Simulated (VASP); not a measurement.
# ScAl (Pm-3m) in VASP: notebook, part 2 of 4

VASP 6.6.1.

## (4) Single point, LDA

This run uses another cell than the first one, of 16.27 Å³/atom.

INCAR reads:

```
ALGO = Normal ; EDIFF = 1E-6
ENCUT = 520 ; GGA = CA
ISIF = 2 ; ISMEAR = -1
LASPH = T ; LCHARG = F
LREAL = F ; LWAVE = F
NBANDS = 14 ; NELM = 60
PREC = Accurate ; SIGMA = 0.05
```

KPOINTS reads:

```
k-points
0
Gamma
  11 11 11
```

POSCAR reads:

```
ScAl
1.0
    3.1926245275      0.0000000000      0.0000000000
    0.0000000000      3.1926245275      0.0000000000
    0.0000000000      0.0000000000      3.1926245275
Sc Al
1 1
Direct
    0.5000000000      0.5000000000      0.5000000000
    0.0000000000      0.0000000000      0.0000000000
```

Potentials or basis: VASP PAW LDA potentials, release 64 (Sc_sv, Al).

Command:

```bash
$ cat potpaw_LDA.64/Sc_sv/POTCAR potpaw_LDA.64/Al/POTCAR > POTCAR
$ mpirun -np 1 vasp_std > vasp.out
```

OUTCAR:

```text
EDIFF = 1E-6
   ENCUT = 520
   GGA = CA
   ISIF = 2
   ISMEAR = -1
   LASPH = T
   LREAL = F
   NELM = 60
   PREC = Accurate

 ion  position               nearest neighbor table
   1  0.500  0.500  0.500-   2 2.76   2 2.76   2 2.76   2 2.76   2 2.76   2 2.76   2 2.76   2 2.76

   2  0.000  0.000  0.000-   1 2.76   1 2.76   1 2.76   1 2.76   1 2.76   1 2.76   1 2.76   1 2.76

  LATTYP: Found a simple cubic cell.
 ALAT       =     3.1926245275

  Lattice vectors:

 A1 = (   3.1926245275,   0.0000000000,   0.0000000000)
 A2 = (   0.0000000000,   3.1926245275,   0.0000000000)
 A3 = (   0.0000000000,   0.0000000000,   3.1926245275)

Analysis of symmetry for initial positions (statically):
=====================================================================
 Subroutine PRICEL returns:
 Original cell was already a primitive cell.

 Routine SETGRP: Setting up the symmetry group for a
 simple cubic supercell.

 Subroutine GETGRP returns: Found 48 space group operations
 (whereof 48 operations were pure point group operations)
 out of a pool of 48 trial point group operations.

The static configuration has the point symmetry O_h .

Analysis of symmetry for dynamics (positions and initial velocities):
=====================================================================
 Subroutine PRICEL returns:
 Original cell was already a primitive cell.

 Routine SETGRP: Setting up the symmetry group for a
 simple cubic supercell.

 Subroutine GETGRP returns: Found 48 space group operations
 (whereof 48 operations were pure point group operations)
 out of a pool of 48 trial point group operations.

The dynamic configuration has the point symmetry O_h .

 Subroutine INISYM returns: Found 48 space group operations
 (whereof 48 operations are pure point group operations),
 and found     1 'primitive' translations

----------------------------------------------------------------------------------------

                                     Primitive cell

  volume of cell :      32.5419

  direct lattice vectors                    reciprocal lattice vectors
     3.192624528  0.000000000  0.000000000     0.313221925  0.000000000  0.000000000
     0.000000000  3.192624528  0.000000000     0.000000000  0.313221925  0.000000000
     0.000000000  0.000000000  3.192624528     0.000000000  0.000000000  0.313221925

  length of vectors
     3.192624528  3.192624528  3.192624528     0.313221925  0.313221925  0.313221925

  position of ions in fractional coordinates (direct lattice)
     0.500000000  0.500000000  0.500000000
     0.000000000  0.000000000  0.000000000

  ion indices of the primitive-cell ions
   primitive index   ion index
                 1           1
                 2           2

----------------------------------------------------------------------------------------

 KPOINTS: k-points

Automatic generation of k-mesh.
[... 25 lines left out ...]
  0.181818  0.000000  0.000000      6.000000
  0.272727  0.000000  0.000000      6.000000
  0.363636  0.000000  0.000000      6.000000
  0.454545  0.000000  0.000000      6.000000
[... 16 lines left out ...]
  0.181818  0.090909  0.090909     24.000000
  0.272727  0.090909  0.090909     24.000000
 [... further k-points ...]
   k-points           NKPTS =     56   k-points in BZ     NKDIM =     56   number of bands    NBANDS=     14
   number of dos      NEDOS =    301   number of ions     NIONS =      2
   total plane-waves  NPLWV =  13824
   dimension x,y,z NGX =    24 NGY =   24 NGZ =   24
   dimension x,y,z NGXF=    48 NGYF=   48 NGZF=   48
   ions per type =               1   1
   NGX,Y,Z   is equivalent  to a cutoff of  12.50, 12.50, 12.50 a.u.
   NGXF,Y,Z  is equivalent  to a cutoff of  24.99, 24.99, 24.99 a.u.
 SYSTEM =  unknown system
   PREC   = accura    normal or accurate (medium, high low for compatibility)
   ISTART =      0    job   : 0-new  1-cont  2-samecut
   ICHARG =      2    charge: 1-file 2-atom 10-const
   ISPIN  =      1    spin polarized calculation?
   LNONCOLLINEAR =      F non collinear calculations
   LSORBIT =      F    spin-orbit coupling
   LASPH  =      T    aspherical Exc in radial PAW
   ENCUT  =  520.0 eV  38.22 Ry    6.18 a.u.   5.94  5.94  5.94*2*pi/ulx,y,z
   NELM   =     60;   NELMIN=  2; NELMDL= -5     # of ELM steps
   EDIFF  = 0.1E-05   stopping-criterion for ELM
   LREAL  =      F    real-space projection
   EDIFFG = 0.1E-04   stopping-criterion for IOM
   NSW    =      0    number of steps for IOM
   IBRION =     -1    ionic relax: 0-MD 1-quasi-New 2-CG
   NFREE  =      0    steps in history (QN), initial steepest desc. (CG)
   ISIF   =      2    stress and relaxation
   ISYM   =      2    0-nonsym 1-usesym 2-fastsym
   POTIM  = 0.5000    time-step for ionic-motion
   TEBEG  =    0.0;   TEEND  =   0.0 temperature during run
   PSTRESS=    0.0 pullay stress
   NELECT =      14.0000    total number of electrons
   NUPDOWN=      -1.0000    fix difference up-down
   EMIN   =  10.00;   EMAX   =-10.00  energy-range for DOS
   EFERMI =   0.00;   METHOD = LEGACY
   ISMEAR =    -1;   SIGMA  =   0.05  broadening in eV -4-tet -1-fermi 0-gaus
   EFERMI_NEDOS =   21; number of points for ismear=-14 and -15
   IALGO  =     38    algorithm
   IMIX   =      4    mixing-type and parameters
     AMIX     =   0.40;   BMIX     =  1.00
     AMIX_MAG =   1.60;   BMIX_MAG =  1.00
  volume/ion in A,a.u.               =      16.27       109.80
  Fermi-wavevector in a.u.,A,eV,Ry     =   1.235861  2.335439 20.780895  1.527353
  Thomas-Fermi vector in A             =   2.370493
   LORBIT       =      0    0 simple, 1 ext, 2 COOP (PROOUT), +10 PAW based schemes
   GGA     = CA    functional components
   LHFCALC =     F    Hartree Fock is set to
   AEXX    =    0.0000 exact exchange contribution
   IVDW    =     0    specifies the selected vdW correction
   LEPSILON=     F    determine dielectric tensor
   LRPA    =     F    only Hartree local field effects (RPA)
 non-spin polarized calculation
  energy-cutoff  :      520.00
  volume of cell :       32.54
 maximum number of plane-waves:       895
 NGX is ok and might be reduce to    24
   NGX = 11   NGY = 11   NGZ = 11

 number of electron      14.0000008 magnetization

 Free energy of the ion-electron system (eV)
  ---------------------------------------------------
  ext. energy  EPLUGINS =         0.00000000
  ---------------------------------------------------
  free energy    TOTEN  =       -11.76704278 eV

  energy without entropy =      -11.76142579  energy(sigma->0) =      -11.76423429

 E-fermi :   7.1588     XC(G=0): -11.2136

 val. band max:        7.0794782622   @ k =   0.3636   0.0000   0.0000
 cond. band min:       7.1914916174   @ k =   0.4545   0.4545   0.1818
 fundamental gap:      0.1120133552
 Fermi energy:         7.1587895202

 k-point     1 :       0.0000    0.0000    0.0000
  band No.  band energies     occupation
      1     -41.2280      2.00000
      2     -20.1423      2.00000
      3     -20.1423      2.00000
      4     -20.1423      2.00000
      5      -1.8438      2.00000
      6       6.1859      2.00000
      7       6.1859      2.00000
      8      10.3165      0.00000
      9      10.3165      0.00000
     10      10.3165      0.00000
     11      11.6820      0.00000
     12      11.6820      0.00000
     13      11.6820      0.00000
     14      16.7933      0.00000
[... 377 lines left out ...]
      1     -41.2045      2.00000
      2     -20.3291      2.00000
      3     -20.1500      2.00000
      4     -20.1466      2.00000
      5      -0.4199      2.00000
      6       5.0370      2.00000
      7       6.6448      1.99993
      8       8.4306      0.00000
      9       8.4856      0.00000
     10       9.9977      0.00000
     11      11.2505      0.00000
     12      13.7381      0.00000
     13      13.7421      0.00000
     14      15.8051      0.00000

 [... further k-points ...]

------------------------ aborting loop because EDIFF is reached ----------------------------------------

  FORCE on cell =-STRESS in cart. coord.  units (eV):
  Direction    XX          YY          ZZ          XY          YZ          ZX
  --------------------------------------------------------------------------------------
  -------------------------------------------------------------------------------------
  Total        2.3686033      2.3686033      2.3686033     -0.0000000     -0.0000000      0.0000000
  in kB      116.6163322    116.6163322    116.6163322     -0.0000000     -0.0000000      0.0000000
  external PRESSURE =     116.6163322 kB  Pullay stress =       0.0000000 kB

 VOLUME and BASIS-vectors are now :
 -----------------------------------------------------------------------------
  energy-cutoff  :      520.00
  volume of cell :       32.54
      direct lattice vectors                 reciprocal lattice vectors
     3.192624528  0.000000000  0.000000000     0.313221925  0.000000000  0.000000000
     0.000000000  3.192624528  0.000000000     0.000000000  0.313221925  0.000000000
     0.000000000  0.000000000  3.192624528     0.000000000  0.000000000  0.313221925

 POSITION                                       TOTAL-FORCE (eV/Angst)
 -----------------------------------------------------------------------------------
      1.59631      1.59631      1.59631         0.000000      0.000000      0.000000
      0.00000      0.00000      0.00000         0.000000      0.000000      0.000000
 -----------------------------------------------------------------------------------
    total drift:                                0.000000     -0.000000     -0.000000

  FREE ENERGIE OF THE ION-ELECTRON SYSTEM (eV)
  ---------------------------------------------------
  free  energy   TOTEN  =       -11.7670427803 eV

  energy  without entropy=      -11.7614257922  energy(sigma->0) =      -11.76423429
```

OSZICAR:

```text
N       E                     dE             d eps       ncg     rms          rms(c)
DAV:   1     0.120840928588E+03    0.12084E+03   -0.68616E+03  1624   0.100E+03
DAV:   2    -0.960011794048E+01   -0.13044E+03   -0.12638E+03  1644   0.332E+02
DAV:   3    -0.127077373392E+02   -0.31076E+01   -0.30477E+01  2446   0.644E+01
DAV:   4    -0.127592946007E+02   -0.51557E-01   -0.51532E-01  1900   0.630E+00
DAV:   5    -0.127614068257E+02   -0.21122E-02   -0.21122E-02  2320   0.107E+00    0.939E+00
DAV:   6    -0.118316833455E+02    0.92972E+00   -0.15484E+00  2394   0.202E+01    0.300E+00
DAV:   7    -0.117807490920E+02    0.50934E-01   -0.81272E-02  2604   0.324E+00    0.122E+00
DAV:   8    -0.117673935861E+02    0.13356E-01   -0.14133E-02  2136   0.146E+00    0.273E-01
DAV:   9    -0.117670791145E+02    0.31447E-03   -0.10314E-03  2464   0.585E-01    0.944E-02
DAV:  10    -0.117670449193E+02    0.34195E-04   -0.13685E-04  2424   0.160E-01    0.286E-02
DAV:  11    -0.117670448031E+02    0.11626E-06   -0.17349E-05  2416   0.740E-02    0.139E-02
DAV:  12    -0.117670427714E+02    0.20317E-05   -0.55131E-06  2298   0.432E-02    0.125E-03
DAV:  13    -0.117670427803E+02   -0.88858E-08   -0.10107E-07   874   0.259E-03
   1 F= -.11767043E+02 E0= -.11764234E+02  d E =-.561699E-02
```

stdout:

```text
POSCAR found type information on POSCAR ScAl
 POSCAR found :  2 types and       2 ions
 scaLAPACK will be used
 LDA part: xc-table for (Slater(with rela. corr.)+CA(PZ))
 , standard interpolation
 POSCAR, INCAR and KPOINTS ok, starting setup
 FFT: planning ... GRIDC
 FFT: planning ... GRID_SOFT
 FFT: planning ... GRID
 WAVECAR not read
 entering main loop
```

Run time: 27 s. Hardware: 1 thread of Intel Xeon 8259CL, shared host; peak memory 0.14 GiB.

Results:

```yaml
Free_energy: -11.7670 eV
Pressure: 11.7 GPa
Band_gap_on_the_k_mesh: zero (bands 7 and 8 overlap by 0.70 eV)
```

Levels at points of the mesh, in eV from the Fermi level:
```csv
k point,band 3,band 4,band 5,band 6,band 7,band 8,band 9,band 10,band 11,band 12
"(0.00, 0.00, 0.00)",-27.30,-27.30,-9.00,-0.97,-0.97,3.16,3.16,3.16,4.52,4.52
```

Caveat: the cell stands under pressure.

(Part 2 of 4 ends here.)
